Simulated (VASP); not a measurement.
# PtSe2 (P-3m1) in VASP: notebook

PtSe2 is run at these levels: r2SCAN; tasks: single point.

Program: VASP 6.6.1. These are calculated values, not measurements. Logs are shortened: lines on timing, memory, paths and dates and some standing lists are left out, and cuts for length are marked.

**1. The cell of the first run**

It takes space group P-3m1 (No. 164, trigonal). Conventional cell: a = 3.729 Å, b = 3.729 Å, c = 5.330 Å, α = 90.00°, β = 90.00°, γ = 120.00°. Within 3.3 Å of Pt (site symmetry -3m) lie 6 Se at 2.52 Å. Within 3.5 Å of Se (site symmetry 3m) lie 3 Pt at 2.52 Å and 6 Se at 3.38 to 3.48 Å.

**2. Single point, r2SCAN (uniaxial z strain +1.0%)**

The input, POSCAR:

```
PtSe2
1.0
    3.7286503610      0.0000000000      0.0000000000
   -1.8643251805      3.2291059344      0.0000000000
    0.0000000000      0.0000000000      5.3299281982
Pt Se
1 2
Direct
    0.0000000000      0.0000000000      0.0000000000
    0.3333333333      0.6666666667      0.2439755927
    0.6666666667      0.3333333333      0.7560244073
```

The input, INCAR.step1:

```
PREC = Accurate ; ENCUT = 520
ISMEAR = -1 ; SIGMA = 0.02
LREAL = False ; LASPH = True
NELM = 80 ; NBANDS = 18
GGA = PE ; ALGO = Normal
EDIFF = 1E-4 ; LWAVE = True
LCHARG = False
```

The input, INCAR.step2:

```
PREC = Accurate ; ENCUT = 520
EDIFF = 1E-6 ; ISMEAR = -1
SIGMA = 0.02 ; LREAL = False
LASPH = True ; NELM = 80
ALGO = Normal ; ISIF = 2
LWAVE = False ; LCHARG = True
METAGGA = R2SCAN ; LMIXTAU = True
LELF = True ; LVHAR = True
NBANDS = 18 ; ISTART = 1
```

The input, KPOINTS:

```
Automatic mesh
0
Gamma
  12 12 6
```

Potentials or basis: VASP PAW PBE potentials, release 64 (Pt, Se).

Started as:

```console
cat potpaw_PBE.64/Pt/POTCAR potpaw_PBE.64/Se/POTCAR > POTCAR
cp INCAR.step1 INCAR
mpirun -np 1 vasp_std > vasp.out
cp INCAR.step2 INCAR
mpirun -np 1 vasp_std > vasp.out
```

OUTCAR:

```text
PREC = Accurate
   ENCUT = 520
   EDIFF = 1E-6
   ISMEAR = -1
   LREAL = False
   LASPH = True
   NELM = 80
   ISIF = 2
   METAGGA = R2SCAN
   ISTART = 1

 ion  position               nearest neighbor table
   1  0.000  0.000  0.000-   2 2.52   3 2.52   2 2.52   3 2.52   3 2.52   2 2.52
   2  0.333  0.667  0.244-   1 2.52   1 2.52   1 2.52
   3  0.667  0.333  0.756-   1 2.52   1 2.52   1 2.52

  LATTYP: Found a hexagonal cell.
 ALAT       =     3.7286503610
 C/A-ratio  =     1.4294523976

  Lattice vectors:

 A1 = (   3.7286503610,   0.0000000000,   0.0000000000)
 A2 = (  -1.8643251805,   3.2291059344,   0.0000000000)
 A3 = (   0.0000000000,   0.0000000000,   5.3299281982)

Analysis of symmetry for initial positions (statically):
=====================================================================
 Subroutine PRICEL returns:
 Original cell was already a primitive cell.

 Routine SETGRP: Setting up the symmetry group for a
 hexagonal supercell.

 Subroutine GETGRP returns: Found 12 space group operations
 (whereof 12 operations were pure point group operations)
 out of a pool of 24 trial point group operations.

The static configuration has the point symmetry D_3d.

Analysis of symmetry for dynamics (positions and initial velocities):
=====================================================================
 Subroutine PRICEL returns:
 Original cell was already a primitive cell.

 Routine SETGRP: Setting up the symmetry group for a
 hexagonal supercell.

 Subroutine GETGRP returns: Found 12 space group operations
 (whereof 12 operations were pure point group operations)
 out of a pool of 24 trial point group operations.

The dynamic configuration has the point symmetry D_3d.

 Subroutine INISYM returns: Found 12 space group operations
 (whereof 12 operations are pure point group operations),
 and found     1 'primitive' translations

----------------------------------------------------------------------------------------

                                     Primitive cell

  volume of cell :      64.1734

  direct lattice vectors                    reciprocal lattice vectors
     3.728650361  0.000000000  0.000000000     0.268193556  0.154841622  0.000000000
    -1.864325181  3.229105934  0.000000000     0.000000000  0.309683244  0.000000000
     0.000000000  0.000000000  5.329928198     0.000000000  0.000000000  0.187619788

  length of vectors
     3.728650361  3.728650361  5.329928198     0.309683244  0.309683244  0.187619788

[... 81 lines left out ...]
   NELM   =     80;   NELMIN=  2; NELMDL=  0     # of ELM steps
   EDIFF  = 0.1E-05   stopping-criterion for ELM
   LREAL  =      F    real-space projection
   EDIFFG = 0.1E-04   stopping-criterion for IOM
   NSW    =      0    number of steps for IOM
   IBRION =     -1    ionic relax: 0-MD 1-quasi-New 2-CG
   NFREE  =      0    steps in history (QN), initial steepest desc. (CG)
   ISIF   =      2    stress and relaxation
   ISYM   =      2    0-nonsym 1-usesym 2-fastsym
   POTIM  = 0.5000    time-step for ionic-motion
   TEBEG  =    0.0;   TEEND  =   0.0 temperature during run
   PSTRESS=    0.0 pullay stress
   NELECT =      22.0000    total number of electrons
   NUPDOWN=      -1.0000    fix difference up-down
   EMIN   =  10.00;   EMAX   =-10.00  energy-range for DOS
   EFERMI =   0.00;   METHOD = LEGACY
   ISMEAR =    -1;   SIGMA  =   0.02  broadening in eV -4-tet -1-fermi 0-gaus
   EFERMI_NEDOS =   21; number of points for ismear=-14 and -15
   IALGO  =     38    algorithm
   IMIX   =      4    mixing-type and parameters
     AMIX     =   0.40;   BMIX     =  1.00
     AMIX_MAG =   1.60;   BMIX_MAG =  1.00
  volume/ion in A,a.u.               =      21.39       144.35
  Fermi-wavevector in a.u.,A,eV,Ry     =   1.145770  2.165191 17.861564  1.312788
  Thomas-Fermi vector in A             =   2.282457
   LORBIT       =      0    0 simple, 1 ext, 2 COOP (PROOUT), +10 PAW based schemes
   METAGGA = R2SCAN    functional components
   LHFCALC =     F    Hartree Fock is set to
   AEXX    =    0.0000 exact exchange contribution
   IVDW    =     0    specifies the selected vdW correction
   LEPSILON=     F    determine dielectric tensor
   LRPA    =     F    only Hartree local field effects (RPA)
 non-spin polarized calculation
  energy-cutoff  :      520.00
  volume of cell :       64.17
 maximum number of plane-waves:      1742
   NGX = 13   NGY = 13   NGZ = 19

 number of electron      22.0000001 magnetization

 Free energy of the ion-electron system (eV)
  ---------------------------------------------------
  ext. energy  EPLUGINS =         0.00000000
  ---------------------------------------------------
  free energy    TOTEN  =       -81.47774738 eV

  energy without entropy =      -81.47756055  energy(sigma->0) =      -81.47765397

 E-fermi :   5.7329     XC(G=0): -10.9370

 val. band max:        5.6535997270   @ k =   0.0833  -0.0000   0.0000
 cond. band min:       5.7624022669   @ k =   0.0000   0.0000   0.0000
 fundamental gap:      0.1088025399
 Fermi energy:         5.7328718545

 k-point     1 :       0.0000    0.0000    0.0000
  band No.  band energies     occupation
      1     -10.3159      2.00000
      2      -7.7921      2.00000
      3      -1.5039      2.00000
      4      -0.8249      2.00000
      5      -0.8249      2.00000
      6       1.5375      2.00000
[... 481 lines left out ...]
      5      -0.4275      2.00000
      6       0.9826      2.00000
[... 10 lines left out ...]
     17      14.5833      0.00000
     18      14.8212      0.00000

 [... further k-points ...]

------------------------ aborting loop because EDIFF is reached ----------------------------------------

  FORCE on cell =-STRESS in cart. coord.  units (eV):
  Direction    XX          YY          ZZ          XY          YZ          ZX
  --------------------------------------------------------------------------------------
  -------------------------------------------------------------------------------------
  Total        0.4541814      0.4541814      0.4786338      0.0000000      0.0000000      0.0000000
  in kB       11.3392563     11.3392563     11.9497438      0.0000000      0.0000000      0.0000000
  external PRESSURE =      11.5427521 kB  Pullay stress =       0.0000000 kB

 VOLUME and BASIS-vectors are now :
 -----------------------------------------------------------------------------
  energy-cutoff  :      520.00
  volume of cell :       64.17
      direct lattice vectors                 reciprocal lattice vectors
     3.728650361  0.000000000  0.000000000     0.268193556  0.154841622  0.000000000
    -1.864325181  3.229105934  0.000000000     0.000000000  0.309683244  0.000000000
     0.000000000  0.000000000  5.329928198     0.000000000  0.000000000  0.187619788

 POSITION                                       TOTAL-FORCE (eV/Angst)
 -----------------------------------------------------------------------------------
      0.00000      0.00000      0.00000        -0.000000      0.000000      0.000000
     -0.00000      2.15274      1.30037         0.000000      0.000000     -0.017033
      1.86433      1.07637      4.02956        -0.000000     -0.000000      0.017033
 -----------------------------------------------------------------------------------
    total drift:                               -0.000000      0.000000     -0.000000

  FREE ENERGIE OF THE ION-ELECTRON SYSTEM (eV)
  ---------------------------------------------------
  free  energy   TOTEN  =       -81.4777473773 eV

  energy  without entropy=      -81.4775605532  energy(sigma->0) =      -81.47765397
```

It took 14 min on 1 thread of Intel Xeon 8259CL, shared host; peak memory 0.26 GiB.

What came out:

* Free energy: -81.4777 eV
* Pressure: 1.2 GPa
* Largest force: 0.017 eV/Å

Forces in eV/Å, atoms in the order of the input:
```
Pt   0.000  0.000  0.000
Se   0.000  0.000 -0.017
Se   0.000  0.000  0.017
```

Caveat: the cell differs from its parent crystal (uniaxial z strain +1.0%); the PAW data sets were made with another functional, which shifts forces and pressure a little; spin-orbit coupling is left out, which moves the levels of the heavy elements.

**3. Single point, r2SCAN (strain +0.5%)**

The input, POSCAR:

```
PtSe2
1.0
    3.7472936128      0.0000000000      0.0000000000
   -1.8736468064      3.2452514641      0.0000000000
    0.0000000000      0.0000000000      5.3035424151
Pt Se
1 2
Direct
    0.0000000000      0.0000000000      0.0000000000
    0.3333333333      0.6666666667      0.2434730995
    0.6666666667      0.3333333333      0.7565269005
```

The input, INCAR.step1:

```
SYSTEM = PtSe2
ALGO     = Normal         ! electronic algorithm
EDIFF    = 1E-4           ! SCF threshold, eV
ENCUT    = 520            ! plane-wave cutoff, eV
GGA      = PE             ! functional
ISMEAR   = -1             ! smearing method
LASPH    = .True.         ! aspherical terms in the spheres
LCHARG   = .False.        ! write CHGCAR
LREAL    = .False.        ! projectors in reciprocal space
LWAVE    = .True.         ! write WAVECAR
NBANDS   = 18             ! bands
NELM     = 100            ! most SCF steps
PREC     = Accurate       ! precision mode
SIGMA    = 0.02           ! smearing width, eV
```

The input, INCAR.step2:

```
SYSTEM = PtSe2
ALGO     = Normal         ! electronic algorithm
EDIFF    = 1E-6           ! SCF threshold, eV
ENCUT    = 520            ! plane-wave cutoff, eV
ISIF     = 2              ! what is computed and relaxed
ISMEAR   = -1             ! smearing method
ISTART   = 1            
LASPH    = .True.         ! aspherical terms in the spheres
LCHARG   = .False.        ! write CHGCAR
LMIXTAU  = .True.       
LREAL    = .False.        ! projectors in reciprocal space
LWAVE    = .False.        ! write WAVECAR
METAGGA  = R2SCAN         ! meta-GGA
NBANDS   = 18             ! bands
NELM     = 100            ! most SCF steps
PREC     = Accurate       ! precision mode
SIGMA    = 0.02           ! smearing width, eV
```

The input, KPOINTS:

```
k-points
0
Gamma
  12 12 6
  0 0 0
```

Potentials or basis: VASP PAW PBE potentials, release 64 (Pt, Se).

Started as:

```console
cat potpaw_PBE.64/Pt/POTCAR potpaw_PBE.64/Se/POTCAR > POTCAR
cp INCAR.step1 INCAR
mpirun -np 1 vasp_std > vasp.out
cp INCAR.step2 INCAR
mpirun -np 1 vasp_std > vasp.out
```

Wall time 11 min (1 thread of Intel Xeon 8259CL, shared host); peak memory 0.26 GiB.

It converged, with:

* Free energy: -81.4782 eV
* Pressure: 0.4 GPa
* Largest force: 0.017 eV/Å
* Band gap on the k mesh: zero (bands 11 and 12 overlap by 0.01 eV)

Forces on the atoms (eV/Å):
```
Pt   0.000  0.000  0.000
Se   0.000  0.000 -0.017
Se   0.000  0.000  0.017
```

Stress tensor (GPa, compression positive):
```
0.11 0.00 0.00
0.00 0.11 0.00
0.00 0.00 1.03
```

Levels at points of the mesh, in eV from the Fermi level:
```csv
k point,band 7,band 8,band 9,band 10,band 11,band 12,band 13,band 14,band 15,band 16
"(0.00, 0.00, 0.00)",-4.18,-2.77,-1.20,-1.20,0.05,1.55,1.55,4.24,4.42,7.69
"(0.50, 0.00, 0.00)",-3.69,-3.63,-3.59,-3.49,-3.12,0.76,2.15,4.77,6.11,7.43
"(0.00, 0.00, 0.50)",-4.20,-2.94,-1.92,-1.51,-1.51,2.16,2.16,5.12,6.37,7.25
"(0.50, 0.00, 0.50)",-3.69,-3.69,-3.38,-2.98,-1.66,1.12,1.51,4.46,5.17,7.38
```

Caveat: the cell differs from its parent crystal (strain +0.5%); the PAW data sets were made with another functional, which shifts forces and pressure a little; spin-orbit coupling is left out, which moves the levels of the heavy elements.
